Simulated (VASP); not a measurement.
Write the native input for VASP 6.6.1 that does the following.

```
Task                   : single point
Functional             : r2SCAN
Potentials or basis    : VASP PAW PBE potentials, release 64 (Zn, F)
Cutoff                 : 660 eV
k mesh                 : 6 × 6 × 8
Occupations            : gaussian, width 0.02 eV
Spin                   : no spin polarisation
Dipole correction      : no
Further INCAR settings : ALGO = Normal; EDIFF = 1e-06; NBANDS = 35
```

The system is ZnF2.

```xyz
6
Lattice="4.7994 0.0000 0.0000 0.0000 4.7994 0.0000 0.0000 0.0000 3.1763" Properties=species:S:1:pos:R:3 pbc="T T T"
Zn    0.0000    0.0000    0.0000
Zn    2.3997    2.3997    1.5881
F     3.3390    1.4604    0.0000
F     3.8601    3.8601    1.5881
F     1.4604    3.3390    0.0000
F     0.9393    0.9393    1.5881
```

One way to write it, as run:

POSCAR

```
ZnF2
1.0
    4.7994298519      0.0000000000      0.0000000000
    0.0000000000      4.7994298519      0.0000000000
    0.0000000000      0.0000000000      3.1762544017
Zn F
2 4
Direct
    0.0000000000      0.0000000000      0.0000000000
    0.5000000000      0.5000000000      0.5000000000
    0.6957099756      0.3042900244      0.0000000000
    0.8042900244      0.8042900244      0.5000000000
    0.3042900244      0.6957099756      0.0000000000
    0.1957099756      0.1957099756      0.5000000000
```

INCAR.step1

```
PREC = Accurate
ENCUT = 660
ISMEAR = 0
SIGMA = 0.02
LREAL = F
LASPH = T
NELM = 120
NBANDS = 35
GGA = PE
ALGO = Normal
EDIFF = 1E-5
LWAVE = T
LCHARG = F
GGA_COMPAT = F
```

INCAR.step2

```
PREC = Accurate
ENCUT = 660
EDIFF = 1E-6
ISMEAR = 0
SIGMA = 0.02
LREAL = F
LASPH = T
NELM = 120
ALGO = Normal
ISIF = 2
LWAVE = F
LCHARG = F
METAGGA = R2SCAN
LMIXTAU = T
NBANDS = 35
ISTART = 1
GGA_COMPAT = F
```

KPOINTS

```
Automatic mesh
0
Gamma
  6 6 8
```

Potentials or basis: VASP PAW PBE potentials, release 64 (Zn, F).

Run with:

```sh
$ cat potpaw_PBE.64/Zn/POTCAR potpaw_PBE.64/F/POTCAR > POTCAR
$ cp INCAR.step1 INCAR
$ mpirun -np 1 vasp_std > vasp.out
$ cp INCAR.step2 INCAR
$ mpirun -np 1 vasp_std > vasp.out
```

It gave:

The pressure is -5.6 GPa, the largest force is 0.023 eV/Å and the band gap on the k mesh is 4.16 eV.

Caveat: the cell stands under tension; the PAW data sets were made with another functional, which shifts forces and pressure a little.

Wall time 5.3 min on 1 thread of Intel(R) Xeon(R) 6975P-C (Granite Rapids), with other jobs on the host, peak memory 0.3 GiB.
